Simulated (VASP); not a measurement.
A run of VASP 6.6.1 is set up as follows.

The input INCAR:

```
SYSTEM = NaP2
PREC = Accurate
ENCUT = 600
EDIFF = 1E-6
ISMEAR = 0
SIGMA = 0.1
LREAL = .False.
LASPH = .True.
NELM = 100
ALGO = Normal
ISIF = 3
LWAVE = .False.
LCHARG = .False.
GGA = PE
IBRION = 2
NSW = 100
EDIFFG = -0.01
```

Contents of KPOINTS:

```
regular mesh
0
Gamma
  14 14 14
  0 0 0
```

File POSCAR:

```
NaP2
1.0
    0.0000000000      3.0764024635      3.0764024635
    3.0764024635      0.0000000000      3.0764024635
    3.0764024635      3.0764024635      0.0000000000
Na P
1 2
Direct
    0.0000000000      0.0000000000      0.0000000000
    0.7500000000      0.7500000000      0.7500000000
    0.2500000000      0.2500000000      0.2500000000
```

Potentials or basis: VASP PAW PBE potentials, release 64 (Na_pv, P).

Launch:

```sh
$ cat potpaw_PBE.64/Na_pv/POTCAR potpaw_PBE.64/P/POTCAR > POTCAR
$ mpirun -np 1 vasp_std > vasp.out
```

(1) What does it give for the relaxed cell?

(2) What does it give for the space group after relaxing (to 0.1 Å)?

(3) Estimate the relaxed volume.

(4) Predict the band gap on the k mesh.

Results:

(1) a = 4.369 Å, b = 4.369 Å, c = 4.369 Å, α = 60.00°, β = 60.00°, γ = 60.00°.

(2) Fm-3m (No. 225).

(3) 19.66 Å³/atom.

(4) zero (an odd number of electrons rules out a gap without spin polarisation).
